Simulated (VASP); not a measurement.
# Os (P6_3/mmc) in VASP: notebook, part 2 of 3

VASP 6.6.1.

## Step 3: Single point, PBEsol, non-collinear spin, zero start, spin-orbit coupling

This run uses another cell than the first one, of 13.70 Å³/atom.

The input, INCAR:

```
SYSTEM = Os
PREC = Accurate
ENCUT = 520
EDIFF = 1E-7
ISMEAR = -1
SIGMA = 0.05
LREAL = .FALSE.
LASPH = .TRUE.
NELM = 150
ALGO = Fast
ISIF = 2
LWAVE = .FALSE.
LCHARG = .TRUE.
MAGMOM = 0 0 0 0 0 0
LORBIT = 11
LSORBIT = .TRUE.
GGA_COMPAT = .FALSE.
LORBMOM = .TRUE.
LMAXMIX = 4
GGA = PS
LVHAR = .TRUE.
NBANDS = 28
```

The input, KPOINTS:

```
Automatic mesh
0
G
  11 11 6
  0 0 0
```

The input, POSCAR:

```
Os
1.0
    2.7157497827      0.0000000000      0.0000000000
   -1.3578748913      2.3519083021      0.0000000000
    0.0000000000      0.0000000000      4.2907078513
Os
2
Direct
    0.6666666667      0.3333333333      0.7500000000
    0.3333333333      0.6666666667      0.2500000000
```

Potentials or basis: VASP PAW PBE potentials, release 64 (Os).

Started as:

```console
$ cat potpaw_PBE.64/Os/POTCAR > POTCAR
$ mpirun -np 1 vasp_ncl > vasp.out
```

OUTCAR:

```text
SYSTEM = Os
   PREC = Accurate
   ENCUT = 520
   EDIFF = 1E-7
   ISMEAR = -1
   LREAL = .FALSE.
   LASPH = .TRUE.
   NELM = 150
   ISIF = 2
   LORBIT = 11
   LSORBIT = .TRUE.
   GGA = PS

 ion  position               nearest neighbor table
   1  0.667  0.333  0.750-   2 2.66   2 2.66   2 2.66   2 2.66   2 2.66   2 2.66
   2  0.333  0.667  0.250-   1 2.66   1 2.66   1 2.66   1 2.66   1 2.66   1 2.66

  LATTYP: Found a hexagonal cell.
 ALAT       =     2.7157497827
 C/A-ratio  =     1.5799348963

  Lattice vectors:

 A1 = (   2.7157497827,   0.0000000000,   0.0000000000)
 A2 = (  -1.3578748913,   2.3519083021,   0.0000000000)
 A3 = (   0.0000000000,   0.0000000000,   4.2907078513)

Analysis of symmetry for initial positions (statically):
=====================================================================
 Subroutine PRICEL returns:
 Original cell was already a primitive cell.

 Routine SETGRP: Setting up the symmetry group for a
 hexagonal supercell.

 Subroutine GETGRP returns: Found 24 space group operations
 (whereof 12 operations were pure point group operations)
 out of a pool of 24 trial point group operations.

The static configuration has the point symmetry D_3d.
 The point group associated with its full space group is D_6h.

Analysis of symmetry for dynamics (positions and initial velocities):
=====================================================================
 Subroutine PRICEL returns:
 Original cell was already a primitive cell.

 Routine SETGRP: Setting up the symmetry group for a
 hexagonal supercell.

 Subroutine GETGRP returns: Found 24 space group operations
 (whereof 12 operations were pure point group operations)
 out of a pool of 24 trial point group operations.

The dynamic configuration has the point symmetry D_3d.
 The point group associated with its full space group is D_6h.

Analysis of structural, dynamic, and magnetic symmetry:
=====================================================================
 Subroutine PRICEL returns:
 Original cell was already a primitive cell.

 Routine SETGRP: Setting up the symmetry group for a
 hexagonal supercell.

 Subroutine GETGRP returns: Found 24 space group operations
 (whereof 12 operations were pure point group operations)
 out of a pool of 24 trial point group operations.

The overall configuration has the point symmetry D_3d.
 The point group associated with its full space group is D_6h.

 Subroutine INISYM returns: Found 24 space group operations
 (whereof 12 operations are pure point group operations),
 and found     1 'primitive' translations

----------------------------------------------------------------------------------------

                                     Primitive cell

  volume of cell :      27.4056

  direct lattice vectors                    reciprocal lattice vectors
     2.715749783  0.000000000  0.000000000     0.368222436  0.212593322  0.000000000
    -1.357874891  2.351908302  0.000000000     0.000000000  0.425186645  0.000000000
[... 892 lines left out ...]

  FORCE on cell =-STRESS in cart. coord.  units (eV):
  Direction    XX          YY          ZZ          XY          YZ          ZX
  --------------------------------------------------------------------------------------
  -------------------------------------------------------------------------------------
  Total        1.2086917      1.2086917      1.2357109      0.0000000      0.0000000     -0.0000000
  in kB       70.6621820     70.6621820     72.2417688      0.0000000      0.0000000     -0.0000000
  external PRESSURE =      71.1887109 kB  Pullay stress =       0.0000000 kB

 VOLUME and BASIS-vectors are now :
 -----------------------------------------------------------------------------
  energy-cutoff  :      520.00
  volume of cell :       27.41
      direct lattice vectors                 reciprocal lattice vectors
     2.715749783  0.000000000  0.000000000     0.368222436  0.212593322  0.000000000
    -1.357874891  2.351908302  0.000000000     0.000000000  0.425186645  0.000000000
     0.000000000  0.000000000  4.290707851     0.000000000  0.000000000  0.233061778

 POSITION                                       TOTAL-FORCE (eV/Angst)
 -----------------------------------------------------------------------------------
      1.35787      0.78397      3.21803         0.000000     -0.000000      0.000000
     -0.00000      1.56794      1.07268        -0.000000      0.000000      0.000000
 -----------------------------------------------------------------------------------
    total drift:                                0.000000     -0.000000      0.000000

  FREE ENERGIE OF THE ION-ELECTRON SYSTEM (eV)
  ---------------------------------------------------
  free  energy   TOTEN  =       -25.1233078707 eV

  energy  without entropy=      -25.1102568675  energy(sigma->0) =      -25.11678237

 orbital moment (x)

 # of ion     p       d       tot
 ----------------------------------------
  1        -0.000   0.000   0.000
  2        -0.000   0.000   0.000
 ----------------------------------------
           -0.000   0.000   0.000

 orbital moment (y)

 # of ion     p       d       tot
 ----------------------------------------
  1        -0.000   0.000   0.000
  2        -0.000   0.000   0.000
 ----------------------------------------
           -0.000   0.000   0.000

 orbital moment (z)

 # of ion     p       d       tot
 ----------------------------------------
  1         0.000   0.000   0.000
  2         0.000   0.000   0.000
 ----------------------------------------
            0.000   0.000   0.000

 Spin-Orbit-Coupling matrix elements

 Ion:    1  E_soc:     -0.6631032
 l=   1
     0.0000000    -0.0457512    -0.0446386
    -0.0457512     0.0000000    -0.0457512
    -0.0446386    -0.0457512     0.0000000
 l=   2
     0.0000000    -0.0133544     0.0000000    -0.0133544    -0.0522442
    -0.0133544     0.0000000    -0.0376895    -0.0143699    -0.0133544
     0.0000000    -0.0376895     0.0000000    -0.0376895     0.0000000
    -0.0133544    -0.0143699    -0.0376895     0.0000000    -0.0133544
    -0.0522442    -0.0133544     0.0000000    -0.0133544     0.0000000
 l=   3
     0.0000000     0.0000000     0.0000000     0.0000000     0.0000000     0.0000000     0.0000000
     0.0000000     0.0000000     0.0000000     0.0000000     0.0000000     0.0000000     0.0000000
     0.0000000     0.0000000     0.0000000     0.0000000     0.0000000     0.0000000     0.0000000
     0.0000000     0.0000000     0.0000000     0.0000000     0.0000000     0.0000000     0.0000000
     0.0000000     0.0000000     0.0000000     0.0000000     0.0000000     0.0000000     0.0000000
     0.0000000     0.0000000     0.0000000     0.0000000     0.0000000     0.0000000     0.0000000
     0.0000000     0.0000000     0.0000000     0.0000000     0.0000000     0.0000000     0.0000000

 Ion:    2  E_soc:     -0.6631032
 l=   1
     0.0000000    -0.0457512    -0.0446386
    -0.0457512     0.0000000    -0.0457512
    -0.0446386    -0.0457512     0.0000000
 l=   2
     0.0000000    -0.0133544     0.0000000    -0.0133544    -0.0522442
    -0.0133544     0.0000000    -0.0376895    -0.0143699    -0.0133544
     0.0000000    -0.0376895     0.0000000    -0.0376895     0.0000000
    -0.0133544    -0.0143699    -0.0376895     0.0000000    -0.0133544
    -0.0522442    -0.0133544     0.0000000    -0.0133544     0.0000000
 l=   3
     0.0000000     0.0000000     0.0000000     0.0000000     0.0000000     0.0000000     0.0000000
     0.0000000     0.0000000     0.0000000     0.0000000     0.0000000     0.0000000     0.0000000
     0.0000000     0.0000000     0.0000000     0.0000000     0.0000000     0.0000000     0.0000000
     0.0000000     0.0000000     0.0000000     0.0000000     0.0000000     0.0000000     0.0000000
     0.0000000     0.0000000     0.0000000     0.0000000     0.0000000     0.0000000     0.0000000
     0.0000000     0.0000000     0.0000000     0.0000000     0.0000000     0.0000000     0.0000000
     0.0000000     0.0000000     0.0000000     0.0000000     0.0000000     0.0000000     0.0000000

 total charge

# of ion       s       p       d       tot
------------------------------------------
    1        0.673   0.829   6.052   7.554
    2        0.673   0.829   6.052   7.554
--------------------------------------------------
tot          1.345   1.659  12.105  15.108

 magnetization (x)

# of ion       s       p       d       tot
------------------------------------------
    1        0.000  -0.000   0.000  -0.000
    2        0.000  -0.000   0.000  -0.000
--------------------------------------------------
tot          0.000  -0.000   0.000  -0.000

 magnetization (y)

# of ion       s       p       d       tot
------------------------------------------
    1       -0.000   0.000   0.000  -0.000
    2       -0.000   0.000   0.000  -0.000
--------------------------------------------------
tot         -0.000   0.000   0.000  -0.000

 magnetization (z)

# of ion       s       p       d       tot
------------------------------------------
    1        0.000   0.000   0.000   0.000
    2        0.000   0.000   0.000   0.000
--------------------------------------------------
tot          0.000   0.000   0.000   0.000
```

OSZICAR:

```text
N       E                     dE             d eps       ncg     rms          rms(c)
DAV:   1     0.123303840247E+03    0.12330E+03   -0.73068E+03  3584   0.111E+03
DAV:   2    -0.192583198935E+02   -0.14256E+03   -0.12783E+03  3608   0.388E+02
DAV:   3    -0.264981473722E+02   -0.72398E+01   -0.68483E+01  4284   0.754E+01
[... 12 lines left out ...]
RMM:  16    -0.251233303904E+02    0.85346E-04   -0.21440E-04  3893   0.935E-02    0.209E-01
RMM:  17    -0.251233209499E+02    0.94405E-05   -0.22939E-05  3971   0.396E-02    0.156E-01
RMM:  18    -0.251233083676E+02    0.12582E-04   -0.28692E-05  3868   0.483E-02    0.345E-02
RMM:  19    -0.251233078051E+02    0.56249E-06   -0.11566E-05  3931   0.221E-02    0.447E-03
RMM:  20    -0.251233078707E+02   -0.65617E-07   -0.41558E-07  4004   0.594E-03
   1 F= -.25123308E+02 E0= -.25116782E+02  d E =-.130510E-01  mag=    -0.0000    -0.0000     0.0000
```

It took 3 min on 1 thread of Oxide Virtual Turin-like, shared host; peak memory 0.2 GiB.

Results:

```
Free energy                                           : -25.1233 eV
Pressure                                              : 7.1 GPa
Net moment                                            : 0.00 μB per cell
Valence electrons inside the program's atomic spheres : Os 7.55
```

Moments on the atoms (μB; x, y, z):
```
Os  0.00 0.00 0.00
Os  0.00 0.00 0.00
```

Caveat: the cell stands under pressure; the PAW data sets were made with another functional, which shifts forces and pressure a little.

## Step 4: Single point, PBEsol, non-collinear spin, zero start, spin-orbit coupling

This run uses another cell than the first one, of 14.26 Å³/atom.

The input, INCAR:

```
SYSTEM = Os
PREC = Accurate
ENCUT = 520
EDIFF = 1E-6
ISMEAR = -1
SIGMA = 0.05
LREAL = .False.
LASPH = .True.
NELM = 150
ALGO = Normal
ISIF = 2
LWAVE = .False.
LCHARG = .True.
MAGMOM = 0 0 0 0 0 0
LORBIT = 11
LSORBIT = .True.
GGA_COMPAT = .False.
LORBMOM = .True.
LMAXMIX = 4
GGA = PS
LVHAR = .True.
NBANDS = 28
```

The input, KPOINTS:

```
Automatic mesh
0
Gamma
  11 11 6
  0 0 0
```

The input, POSCAR:

```
Os
1.0
    2.7522071502      0.0000000000      0.0000000000
   -1.3761035751      2.3834813086      0.0000000000
    0.0000000000      0.0000000000      4.3483081185
Os
2
Direct
    0.6666666667      0.3333333333      0.7500000000
    0.3333333333      0.6666666667      0.2500000000
```

Started as:

```console
$ cat potpaw_PBE.64/Os/POTCAR > POTCAR
$ mpirun -np 1 vasp_ncl > vasp.out
```

Wall time 1.8 min (1 thread of Oxide Virtual Turin-like, shared host); peak memory 0.2 GiB.

The run converged. Its results:

```
Free energy                                           : -25.1119 eV
Pressure                                              : -10.0 GPa
Net moment                                            : 0.00 μB per cell
Valence electrons inside the program's atomic spheres : Os 7.41
```

Stress tensor (GPa, compression positive):
```
 -9.69   0.00   0.00
  0.00  -9.69   0.00
  0.00   0.00 -10.68
```

Moments on the atoms (μB; x, y, z):
```
Os  0.00 0.00 0.00
Os  0.00 0.00 0.00
```

Caveat: the cell stands under tension; the PAW data sets were made with another functional, which shifts forces and pressure a little.

## Step 5: Single point, PBEsol, non-collinear spin, zero start, spin-orbit coupling

This run uses another cell than the first one, of 14.54 Å³/atom.

The input, INCAR:

```
PREC = Accurate
ENCUT = 520
EDIFF = 1E-7
ISMEAR = -1
SIGMA = 0.05
LREAL = F
LASPH = T
NELM = 150
ALGO = Normal
ISIF = 2
LWAVE = F
LCHARG = F
MAGMOM = 0 0 0 0 0 0
LORBIT = 11
LSORBIT = T
GGA_COMPAT = F
LORBMOM = T
LMAXMIX = 4
GGA = PS
NBANDS = 28
```

The input, KPOINTS:

```
regular mesh
0
Gamma
  11 11 6
```

The input, POSCAR:

```
Os
1.0
    2.7700791260      0.0000000000      0.0000000000
   -1.3850395630      2.3989588936      0.0000000000
    0.0000000000      0.0000000000      4.3765446767
Os
2
Direct
    0.6666666667      0.3333333333      0.7500000000
    0.3333333333      0.6666666667      0.2500000000
```

Potentials or basis: VASP PAW PBE potentials, release 64 (Os).

Started as:

```console
$ cat potpaw_PBE.64/Os/POTCAR > POTCAR
$ mpirun -np 1 vasp_ncl > vasp.out
```

OUTCAR:

```text
PREC = Accurate
   ENCUT = 520
   EDIFF = 1E-7
   ISMEAR = -1
   LREAL = F
   LASPH = T
   NELM = 150
   ISIF = 2
   LORBIT = 11
   LSORBIT = T
   GGA = PS

 ion  position               nearest neighbor table
   1  0.667  0.333  0.750-   2 2.71   2 2.71   2 2.71   2 2.71   2 2.71   2 2.71
   2  0.333  0.667  0.250-   1 2.71   1 2.71   1 2.71   1 2.71   1 2.71   1 2.71

  LATTYP: Found a hexagonal cell.
 ALAT       =     2.7700791260
 C/A-ratio  =     1.5799348963

  Lattice vectors:

 A1 = (   2.7700791260,   0.0000000000,   0.0000000000)
 A2 = (  -1.3850395630,   2.3989588936,   0.0000000000)
 A3 = (   0.0000000000,   0.0000000000,   4.3765446767)

Analysis of symmetry for initial positions (statically):
=====================================================================
 Subroutine PRICEL returns:
 Original cell was already a primitive cell.

 Routine SETGRP: Setting up the symmetry group for a
 hexagonal supercell.

 Subroutine GETGRP returns: Found 24 space group operations
[... 1014 lines left out ...]
     0.0000000     0.0000000     0.0000000     0.0000000     0.0000000     0.0000000     0.0000000
     0.0000000     0.0000000     0.0000000     0.0000000     0.0000000     0.0000000     0.0000000
     0.0000000     0.0000000     0.0000000     0.0000000     0.0000000     0.0000000     0.0000000
     0.0000000     0.0000000     0.0000000     0.0000000     0.0000000     0.0000000     0.0000000
     0.0000000     0.0000000     0.0000000     0.0000000     0.0000000     0.0000000     0.0000000
     0.0000000     0.0000000     0.0000000     0.0000000     0.0000000     0.0000000     0.0000000

 Ion:    2  E_soc:     -0.6661979
 l=   1
     0.0000000    -0.0428591    -0.0417690
    -0.0428591     0.0000000    -0.0428591
    -0.0417690    -0.0428591     0.0000000
 l=   2
     0.0000000    -0.0140866     0.0000000    -0.0140866    -0.0550341
    -0.0140866     0.0000000    -0.0395577    -0.0151159    -0.0140866
     0.0000000    -0.0395577     0.0000000    -0.0395577     0.0000000
    -0.0140866    -0.0151159    -0.0395577     0.0000000    -0.0140866
    -0.0550341    -0.0140866     0.0000000    -0.0140866     0.0000000
 l=   3
     0.0000000     0.0000000     0.0000000     0.0000000     0.0000000     0.0000000     0.0000000
     0.0000000     0.0000000     0.0000000     0.0000000     0.0000000     0.0000000     0.0000000
     0.0000000     0.0000000     0.0000000     0.0000000     0.0000000     0.0000000     0.0000000
     0.0000000     0.0000000     0.0000000     0.0000000     0.0000000     0.0000000     0.0000000
     0.0000000     0.0000000     0.0000000     0.0000000     0.0000000     0.0000000     0.0000000
     0.0000000     0.0000000     0.0000000     0.0000000     0.0000000     0.0000000     0.0000000
     0.0000000     0.0000000     0.0000000     0.0000000     0.0000000     0.0000000     0.0000000

 total charge

# of ion       s       p       d       tot
------------------------------------------
    1        0.638   0.750   5.950   7.338
    2        0.638   0.750   5.950   7.338
--------------------------------------------------
tot          1.276   1.500  11.900  14.676

 magnetization (x)

# of ion       s       p       d       tot
------------------------------------------
    1        0.000   0.000   0.000   0.000
    2        0.000  -0.000  -0.000  -0.000
--------------------------------------------------
tot          0.000  -0.000  -0.000  -0.000

 magnetization (y)

# of ion       s       p       d       tot
------------------------------------------
    1        0.000   0.000   0.000   0.000
    2        0.000   0.000  -0.000  -0.000
--------------------------------------------------
tot          0.000   0.000  -0.000  -0.000

 magnetization (z)

# of ion       s       p       d       tot
------------------------------------------
    1        0.000   0.000   0.000   0.000
    2        0.000   0.000   0.000   0.000
--------------------------------------------------
tot          0.000   0.000   0.000   0.000
```

Wall time 3.1 min (1 thread of Oxide Virtual Turin-like, shared host); peak memory 0.24 GiB.

Results:

```yaml
Free_energy: -25.0648 eV
Pressure: -17.2 GPa
Net_moment: 0.00 μB per cell
Valence_electrons_inside_the_program's_atomic_spheres: Os 7.34
```

Stress tensor (GPa, compression positive):
```
-16.67   0.00   0.00
  0.00 -16.67   0.00
  0.00   0.00 -18.14
```

Moments on the atoms (μB; x, y, z):
```
Os  0.00 0.00 0.00
Os  0.00 0.00 0.00
```

Caveat: the cell stands under tension; the PAW data sets were made with another functional, which shifts forces and pressure a little.

(Part 2 of 3 ends here.)
